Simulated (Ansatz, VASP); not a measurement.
Ge5W in VASP and in Ansatz

```
Ge W
1.0
     4.64562    0.00000    0.00000
    -2.32281    4.02322    0.00000
     0.00000    0.00000    6.30620
Ge W
5 1
Direct
  0.66667 0.33333 0.79599
  0.00000 0.00000 0.00000
  0.66667 0.33333 0.20401
  0.33333 0.66667 0.20401
  0.33333 0.66667 0.79599
  0.00000 0.00000 0.50000
```

Change from the starting cell: species swapped into the BaSn5 type (P6/mmm, No. 191).

Alike in both runs: task relaxation of cell and atoms; functional PBE; k mesh 6 × 6 × 4; occupations gaussian, width 0.1 eV; no spin polarisation.

|  | VASP | Ansatz |
| --- | --- | --- |
| version | VASP 6.6.1 | Ansatz 0.2.0 |
| potentials or method | VASP PAW PBE potentials, release 64 (Ge_d, W_sv), cutoff 600 eV | scalar-relativistic, plane waves, PAW |
| valence electrons in the cell | 84 | 84 |

|  | VASP | Ansatz | Ansatz less VASP |
| --- | --- | --- | --- |
| gap on the k mesh at the Fermi level, each at its own relaxed structure (eV) | none | none | - |
| relaxed volume (Å³/atom) | 17.59 | 17.56 | -0.029 |
| relaxed cell length with the largest relative difference (Å) | 4.830 | 4.824 | -0.0067 |

A gap of «none» marks a metal or a gap that the smearing closes.

Neither program's run includes spin-orbit coupling.
